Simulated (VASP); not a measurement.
A run of VASP 6.6.1:

The input INCAR:

```
ALGO     = Normal         # electronic algorithm
EDIFF    = 1E-7           # SCF threshold, eV
EDIFFG   = -0.003         # ionic threshold
ENCUT    = 500            # plane-wave cutoff, eV
GGA      = PE             # functional
GGA_COMPAT= F            
IBRION   = 2              # ionic algorithm
ISIF     = 3              # what is computed and relaxed
ISMEAR   = 0              # smearing method
LASPH    = T              # aspherical terms in the spheres
LCHARG   = F              # write CHGCAR
LREAL    = F              # projectors in reciprocal space
LWAVE    = F              # write WAVECAR
NELM     = 120            # most SCF steps
NELMIN   = 4            
NSW      = 50             # ionic steps
PREC     = Accurate       # precision mode
SIGMA    = 0.02           # smearing width, eV
```

File KPOINTS:

```
k-points
0
Gamma
  8 8 8
```

File POSCAR:

```
NaCl
1.0
    0.0000000000      2.8593110682      2.8593110682
    2.8593110682      0.0000000000      2.8593110682
    2.8593110682      2.8593110682      0.0000000000
Na Cl
1 1
Direct
    0.0000000000      0.0000000000      0.0000000000
    0.5000000000      0.5000000000      0.5000000000
```

Potentials or basis: VASP PAW PBE potentials, release 64 (Na_pv, Cl).

The run is started by

```bash
$ cat potpaw_PBE.64/Na_pv/POTCAR potpaw_PBE.64/Cl/POTCAR > POTCAR
$ mpirun -np 1 vasp_std > vasp.out
```

Hardware: 1 thread of Intel(R) Xeon(R) Platinum 8259CL CPU @ 2.50GHz (Skylake/Cascade Lake) (shared host).

How long does it take, and how much memory?

Run time: 29 s on 1 thread of Intel(R) Xeon(R) Platinum 8259CL CPU @ 2.50GHz (Skylake/Cascade Lake) (shared host), peak memory 0.16 GiB. Counts: scf iterations 31, k points 29, ion steps 3.
